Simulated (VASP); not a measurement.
# BP (F-43m) in VASP: settings compared, part 2 of 3

VASP 6.6.1. The steps go on from the part before.

## (4) Relaxation of cell and atoms, PBEsol+D4

Contents of INCAR:

```
ALGO = Normal
EDIFF = 1E-7
EDIFFG = -0.01
ENCUT = 600
GGA = PS
IBRION = 2
ISIF = 3
ISMEAR = 0
IVDW = 13
LASPH = True
LCHARG = False
LREAL = False
LWAVE = False
NELM = 100
NSW = 60
PREC = Accurate
SIGMA = 0.01
```

Contents of KPOINTS:

```
k-points
0
Gamma
  15 15 15
```

Contents of POSCAR:

```
BP
1.0
    0.0000000000      2.2690000000      2.2690000000
    2.2690000000      0.0000000000      2.2690000000
    2.2690000000      2.2690000000      0.0000000000
P B
1 1
Direct
    0.7500000000      0.7500000000      0.7500000000
    0.0000000000      0.0000000000      0.0000000000
```

Potentials or basis: VASP PAW PBE potentials, release 64 (P, B).

Run with:

```bash
$ cat potpaw_PBE.64/P/POTCAR potpaw_PBE.64/B/POTCAR > POTCAR
$ mpirun -np 1 vasp_std > vasp.out
```

OUTCAR:

```text
EDIFF = 1E-7
   EDIFFG = -0.01
   ENCUT = 600
   GGA = PS
   IBRION = 2
   ISIF = 3
   ISMEAR = 0
   IVDW = 13
   LASPH = True
   LREAL = False
   NELM = 100
   NSW = 60
   PREC = Accurate

 ion  position               nearest neighbor table
   1  0.750  0.750  0.750-   2 1.97   2 1.97   2 1.97   2 1.97
   2  0.000  0.000  0.000-   1 1.97   1 1.97   1 1.97   1 1.97

  LATTYP: Found a face centered cubic cell.
 ALAT       =     4.5380000000

  Lattice vectors:

 A1 = (   0.0000000000,   2.2690000000,   2.2690000000)
 A2 = (   2.2690000000,   0.0000000000,   2.2690000000)
 A3 = (   2.2690000000,   2.2690000000,   0.0000000000)

Analysis of symmetry for initial positions (statically):
=====================================================================
 Subroutine PRICEL returns:
 Original cell was already a primitive cell.

 Routine SETGRP: Setting up the symmetry group for a
 face centered cubic supercell.

 Subroutine GETGRP returns: Found 24 space group operations
 (whereof 24 operations were pure point group operations)
 out of a pool of 48 trial point group operations.

The static configuration has the point symmetry T_d .

Analysis of symmetry for dynamics (positions and initial velocities):
=====================================================================
 Subroutine PRICEL returns:
 Original cell was already a primitive cell.

 Routine SETGRP: Setting up the symmetry group for a
 face centered cubic supercell.

 Subroutine GETGRP returns: Found 24 space group operations
 (whereof 24 operations were pure point group operations)
 out of a pool of 48 trial point group operations.

The dynamic configuration has the point symmetry T_d .

 Subroutine INISYM returns: Found 24 space group operations
 (whereof 24 operations are pure point group operations),
 and found     1 'primitive' translations

----------------------------------------------------------------------------------------

                                     Primitive cell

  volume of cell :      23.3633

  direct lattice vectors                    reciprocal lattice vectors
     0.000000000  2.269000000  2.269000000    -0.220361393  0.220361393  0.220361393
[... 99 lines left out ...]
   EMIN   =  10.00;   EMAX   =-10.00  energy-range for DOS
   EFERMI =   0.00;   METHOD = LEGACY
   ISMEAR =     0;   SIGMA  =   0.01  broadening in eV -4-tet -1-fermi 0-gaus
   EFERMI_NEDOS =   21; number of points for ismear=-14 and -15
   IALGO  =     38    algorithm
   IMIX   =      4    mixing-type and parameters
     AMIX     =   0.40;   BMIX     =  1.00
     AMIX_MAG =   1.60;   BMIX_MAG =  1.00
  volume/ion in A,a.u.               =      11.68        78.83
  Fermi-wavevector in a.u.,A,eV,Ry     =   1.145320  2.164342 17.847562  1.311759
  Thomas-Fermi vector in A             =   2.282009
   LORBIT       =      0    0 simple, 1 ext, 2 COOP (PROOUT), +10 PAW based schemes
   GGA     = PS    functional components
   LHFCALC =     F    Hartree Fock is set to
   AEXX    =    0.0000 exact exchange contribution
   IVDW    =    13    specifies the selected vdW correction
   LEPSILON=     F    determine dielectric tensor
   LRPA    =     F    only Hartree local field effects (RPA)
 conjugate gradient relaxation of ions
 non-spin polarized calculation
 Gauss-broadening in eV      SIGMA  =   0.01
  energy-cutoff  :      600.00
  volume of cell :       23.36
 maximum number of plane-waves:       797
 NGX is ok and might be reduce to    28
   NGX = 13   NGY = 13   NGZ = 13

--------------------------------------- Ionic step        1  -------------------------------------------

 number of electron       8.0000000 magnetization

 Free energy of the ion-electron system (eV)
  ---------------------------------------------------
  ext. energy  EPLUGINS =         0.00000000
  ---------------------------------------------------
  free energy    TOTEN  =       -13.67418029 eV

  energy without entropy =      -13.67418029  energy(sigma->0) =      -13.67418029

------------------------ aborting loop because EDIFF is reached ----------------------------------------

  DFT-D4 for vdW energy calculation

  Edisp (eV):   -0.39605
[... 71 lines left out ...]
--------------------------------------- Ionic step        3  -------------------------------------------

 number of electron       8.0000001 magnetization

 Free energy of the ion-electron system (eV)
  ---------------------------------------------------
  ext. energy  EPLUGINS =         0.00000000
  ---------------------------------------------------
  free energy    TOTEN  =       -13.67231355 eV

  energy without entropy =      -13.67231355  energy(sigma->0) =      -13.67231355

 E-fermi :   7.8243     XC(G=0): -11.1633

 val. band max:        7.7364762668   @ k =   0.0000   0.0000   0.0000
 cond. band min:       8.8313083620   @ k =   0.4000   0.4000   0.0000
 fundamental gap:      1.0948320952
 Fermi energy:         7.8242505065

 k-point     1 :       0.0000    0.0000    0.0000
  band No.  band energies     occupation
      1      -8.0114      2.00000
      2       7.7365      2.00000
      3       7.7365      2.00000
      4       7.7365      2.00000
      5      11.1359      0.00000
      6      11.1359      0.00000
      7      11.1359      0.00000
      8      15.5037      0.00000
[... 243 lines left out ...]
 k-point    24 :       0.2000    0.1333    0.0000
  band No.  band energies     occupation
      1      -7.2755      2.00000
      2       5.0732      2.00000
      3       5.9610      2.00000
      4       6.3431      2.00000
      5      10.3993      0.00000
      6      13.4770      0.00000
      7      13.6169      0.00000
      8      14.8436      0.00000

 [... further k-points ...]

------------------------ aborting loop because EDIFF is reached ----------------------------------------

  DFT-D4 for vdW energy calculation

  Edisp (eV):   -0.40730
[... 25 lines left out ...]
  FREE ENERGIE OF THE ION-ELECTRON SYSTEM (eV)
  ---------------------------------------------------
  free  energy   TOTEN  =       -14.0796182691 eV

  energy  without entropy=      -14.0796182691  energy(sigma->0) =      -14.07961827

 reached required accuracy - stopping structural energy minimisation
```

OSZICAR:

```text
N       E                     dE             d eps       ncg     rms          rms(c)
DAV:   1     0.107869759553E+02    0.10787E+02   -0.44330E+03  1928   0.100E+03
DAV:   2    -0.140974084329E+02   -0.24884E+02   -0.23642E+02  3024   0.119E+02
DAV:   3    -0.143819529731E+02   -0.28454E+00   -0.28454E+00  2176   0.162E+01
[... 24 lines left out ...]
DAV:   3    -0.136723898056E+02    0.84988E-03   -0.18615E-03  2248   0.249E-01    0.595E-02
DAV:   4    -0.136723282298E+02    0.61576E-04   -0.69499E-05  2560   0.622E-02    0.470E-02
DAV:   5    -0.136723145342E+02    0.13696E-04   -0.16291E-05  2520   0.284E-02    0.222E-02
DAV:   6    -0.136723136250E+02    0.90923E-06   -0.37638E-07  2224   0.513E-03    0.231E-03
DAV:   7    -0.136723135530E+02    0.71993E-07   -0.39533E-08  1064   0.128E-03
   3 F= -.14079618E+02 E0= -.14079618E+02  d E =-.938881E-02
```

CONTCAR:

```text
BP
   1.00000000000000
    -0.0000000000000000    2.2480772958543467    2.2480772958543467
     2.2480772958543467   -0.0000000000000000    2.2480772958543467
     2.2480772958543467    2.2480772958543467    0.0000000000000000
  P               B
     1     1
Direct
     0.7500000000000000    0.7500000000000000    0.7500000000000000
     0.0000000000000000    0.0000000000000000    0.0000000000000000

  0.00000000E+00  0.00000000E+00  0.00000000E+00
  0.00000000E+00  0.00000000E+00  0.00000000E+00
```

Wall time 65 s (1 thread of Intel Xeon 6975P-C (Granite Rapids), shared host); peak memory 0.17 GiB.

What came out:

```
Free energy                            : -14.0796 eV
Relaxed volume                         : 11.36 Å³/atom
Relaxed cell                           : a = 3.179 Å, b = 3.179 Å, c = 3.179 Å, α = 60.00°, β = 60.00°, γ = 60.00°
Space group after relaxing (to 0.05 Å) : F-43m (No. 216)
Energy gained by relaxing              : 4.7 meV/atom
Ionic steps                            : 3
Pressure after relaxing                : 0.0 GPa
Band gap on the k mesh                 : 1.09 eV, indirect (least direct gap 3.40 eV)
Dispersion energy per atom             : -0.204 eV
```

Step by step:
```csv
step,energy change (eV),largest force (eV/Å),pressure (GPa),volume (Å³)
1,0.0000,0.0000,-4.58,23.36
2,-0.0039,0.0000,3.79,22.25
3,-0.0094,0.0000,0.00,22.72
```

Final structure:
```xyz
2
Lattice="0.0000 2.2481 2.2481 2.2481 0.0000 2.2481 2.2481 2.2481 0.0000" Properties=species:S:1:pos:R:3 pbc="T T T"
P     3.3721    3.3721    3.3721
B     0.0000    0.0000    0.0000
```

Levels at points of the mesh, in eV from the valence-band top:
```csv
k point,band 2,band 3,band 4,band 5,band 6,band 7
"(0.00, 0.00, 0.00)",0.00,0.00,0.00,3.40,3.40,3.40
```

Caveat: the PAW data sets were made with another functional, which shifts forces and pressure a little. A k mesh can miss the band edges.

## (5) Single point, r2SCAN50

POSCAR is that of step 4.

Contents of INCAR.step1:

```
ALGO = Normal ; EDIFF = 1E-5
ENCUT = 520 ; GGA = PE
ISIF = 2 ; ISMEAR = 0
LASPH = True ; LCHARG = False
LREAL = False ; LWAVE = True
NBANDS = 11 ; NELM = 60
PREC = Accurate ; SIGMA = 0.01
```

Contents of INCAR.step2:

```
AEXX = 0.5 ; ALGO = Normal
EDIFF = 1E-6 ; ENCUT = 520
ISIF = 2 ; ISMEAR = 0
ISTART = 1 ; LASPH = True
LCHARG = False ; LHFCALC = True
LMIXTAU = True ; LREAL = False
LWAVE = False ; METAGGA = R2SCAN
NBANDS = 11 ; NELM = 60
PREC = Accurate ; PRECFOCK = Normal
SIGMA = 0.01
```

Contents of KPOINTS:

```
k-points
0
Gamma
  5 5 5
```

Potentials or basis: VASP PAW PBE potentials, release 64 (P, B).

Run with:

```bash
$ cat potpaw_PBE.64/P/POTCAR potpaw_PBE.64/B/POTCAR > POTCAR
$ cp INCAR.step1 INCAR
$ mpirun -np 1 vasp_std > vasp.out
$ cp INCAR.step2 INCAR
$ mpirun -np 1 vasp_std > vasp.out
```

OUTCAR:

```text
AEXX = 0.5
   EDIFF = 1E-6
   ENCUT = 520
   ISIF = 2
   ISMEAR = 0
   ISTART = 1
   LASPH = True
   LHFCALC = True
   LREAL = False
   METAGGA = R2SCAN
   NELM = 60
   PREC = Accurate
   PRECFOCK = Normal

 ion  position               nearest neighbor table
   1  0.750  0.750  0.750-   2 1.97   2 1.97   2 1.97   2 1.97
   2  0.000  0.000  0.000-   1 1.97   1 1.97   1 1.97   1 1.97

  LATTYP: Found a face centered cubic cell.
 ALAT       =     4.5380000000

  Lattice vectors:

 A1 = (   0.0000000000,   2.2690000000,   2.2690000000)
 A2 = (   2.2690000000,   0.0000000000,   2.2690000000)
 A3 = (   2.2690000000,   2.2690000000,   0.0000000000)

Analysis of symmetry for initial positions (statically):
=====================================================================
 Subroutine PRICEL returns:
 Original cell was already a primitive cell.

 Routine SETGRP: Setting up the symmetry group for a
 face centered cubic supercell.

 Subroutine GETGRP returns: Found 24 space group operations
 (whereof 24 operations were pure point group operations)
 out of a pool of 48 trial point group operations.

The static configuration has the point symmetry T_d .

Analysis of symmetry for dynamics (positions and initial velocities):
=====================================================================
 Subroutine PRICEL returns:
 Original cell was already a primitive cell.

 Routine SETGRP: Setting up the symmetry group for a
 face centered cubic supercell.

 Subroutine GETGRP returns: Found 24 space group operations
 (whereof 24 operations were pure point group operations)
 out of a pool of 48 trial point group operations.

The dynamic configuration has the point symmetry T_d .

 Subroutine INISYM returns: Found 24 space group operations
 (whereof 24 operations are pure point group operations),
 and found     1 'primitive' translations

----------------------------------------------------------------------------------------

[... 111 lines left out ...]
   HFSCREENC=   0.0000 screening length for correlation (either q_TF or 0.3 A-1)
   ENCUTFOCK=  -1.0 apply spherical cutoff to Coloumb kernel
   IVDW    =     0    specifies the selected vdW correction
   LEPSILON=     F    determine dielectric tensor
   LRPA    =     F    only Hartree local field effects (RPA)
 non-spin polarized calculation
 Gauss-broadening in eV      SIGMA  =   0.01
  energy-cutoff  :      520.00
  volume of cell :       23.36
 maximum number of plane-waves:       635
  NGX = 18; NGY = 18; NGZ = 18

 number of electron       8.0000000 magnetization

 Free energy of the ion-electron system (eV)
  ---------------------------------------------------
  ext. energy  EPLUGINS =         0.00000000
  ---------------------------------------------------
  free energy    TOTEN  =       -20.72321574 eV

  energy without entropy =      -20.72321574  energy(sigma->0) =      -20.72321574

 E-fermi :   5.9822     XC(G=0):  -6.3892

 val. band max:        5.8367041570   @ k =   0.0000   0.0000   0.0000
 cond. band min:      10.0880559298   @ k =   0.4000   0.4000   0.0000
 fundamental gap:      4.2513517728
 Fermi energy:         5.9822461529

 k-point     1 :       0.0000    0.0000    0.0000
  band No.  band energies     occupation
      1     -13.1554      2.00000
      2       5.8367      2.00000
      3       5.8367      2.00000
      4       5.8367      2.00000
      5      12.6401      0.00000
      6      12.6401      0.00000
      7      12.6401      0.00000
      8      17.4327      0.00000
      9      21.3218      0.00000
     10      22.2775      0.00000
     11      22.2775      0.00000
[... 113 lines left out ...]
 k-point    10 :      -0.4000    0.4000    0.2000
  band No.  band energies     occupation
      1      -7.9532      2.00000
      2      -3.5279      2.00000
      3      -0.9915      2.00000
      4       0.6758      2.00000
      5      14.0035      0.00000
      6      15.0934      0.00000
      7      16.6263      0.00000
      8      21.0565      0.00000
      9      21.9503      0.00000
     10      25.2327      0.00000
     11      29.0915      0.00000

------------------------ aborting loop because EDIFF is reached ----------------------------------------

  FORCE on cell =-STRESS in cart. coord.  units (eV):
  Direction    XX          YY          ZZ          XY          YZ          ZX
  --------------------------------------------------------------------------------------
  -------------------------------------------------------------------------------------
  Total       -0.7141614     -0.7141614     -0.7141614      0.0000000      0.0000000     -0.0000000
  in kB      -48.9748911    -48.9748911    -48.9748911      0.0000000      0.0000000     -0.0000000
  external PRESSURE =     -48.9748911 kB  Pullay stress =       0.0000000 kB

 VOLUME and BASIS-vectors are now :
 -----------------------------------------------------------------------------
  energy-cutoff  :      520.00
  volume of cell :       23.36
      direct lattice vectors                 reciprocal lattice vectors
     0.000000000  2.269000000  2.269000000    -0.220361393  0.220361393  0.220361393
     2.269000000  0.000000000  2.269000000     0.220361393 -0.220361393  0.220361393
     2.269000000  2.269000000  0.000000000     0.220361393  0.220361393 -0.220361393

 POSITION                                       TOTAL-FORCE (eV/Angst)
 -----------------------------------------------------------------------------------
      3.40350      3.40350      3.40350         0.000000      0.000000      0.000000
      0.00000      0.00000      0.00000        -0.000000     -0.000000     -0.000000
 -----------------------------------------------------------------------------------
    total drift:                               -0.000001     -0.000000     -0.000001

  FREE ENERGIE OF THE ION-ELECTRON SYSTEM (eV)
  ---------------------------------------------------
  free  energy   TOTEN  =       -20.7232157394 eV

  energy  without entropy=      -20.7232157394  energy(sigma->0) =      -20.72321574
```

OSZICAR.step1:

```text
N       E                     dE             d eps       ncg     rms          rms(c)
DAV:   1     0.938929227184E+01    0.93893E+01   -0.40590E+03   220   0.668E+02
DAV:   2    -0.130608348292E+02   -0.22450E+02   -0.21870E+02   312   0.111E+02
DAV:   3    -0.135977180372E+02   -0.53688E+00   -0.53601E+00   273   0.148E+01
DAV:   4    -0.135997203779E+02   -0.20023E-02   -0.20022E-02   261   0.109E+00
DAV:   5    -0.135997316036E+02   -0.11226E-04   -0.11226E-04   271   0.758E-02    0.722E+00
DAV:   6    -0.129790649269E+02    0.62067E+00   -0.14305E+00   244   0.514E+00    0.389E+00
DAV:   7    -0.128854358667E+02    0.93629E-01   -0.23337E-01   266   0.241E+00    0.134E+00
DAV:   8    -0.128773760459E+02    0.80598E-02   -0.27669E-02   261   0.953E-01    0.202E-01
DAV:   9    -0.128777252545E+02   -0.34921E-03   -0.72078E-04   253   0.182E-01    0.131E-01
DAV:  10    -0.128779478171E+02   -0.22256E-03   -0.26883E-04   252   0.104E-01    0.287E-02
DAV:  11    -0.128779600079E+02   -0.12191E-04   -0.13693E-05   272   0.241E-02    0.357E-02
DAV:  12    -0.128779609874E+02   -0.97951E-06   -0.48635E-06   122   0.109E-02
   1 F= -.12877961E+02 E0= -.12877961E+02  d E =-.251587E-98
```

Run time: 2.7 min. Hardware: 1 thread of Intel Xeon 6975P-C (Granite Rapids), shared host; peak memory 0.14 GiB.

Results:

| Item | Value |
| --- | --- |
| Free energy | -20.7232 eV |
| Pressure | -4.9 GPa |
| Band gap on the k mesh | 4.25 eV, indirect (least direct gap 6.80 eV) |

Levels at points of the mesh, in eV from the valence-band top:
```
           k point  band 1  band 2  band 3  band 4  band 5  band 6  band 7  band 8
(0.00, 0.00, 0.00)  -18.99    0.00    0.00    0.00    6.80    6.80    6.80   11.60
```

Caveat: the k points lie up to 0.48 Å⁻¹ apart; the PAW data sets were made with another functional, which shifts forces and pressure a little.

[end of part 2 of 3]
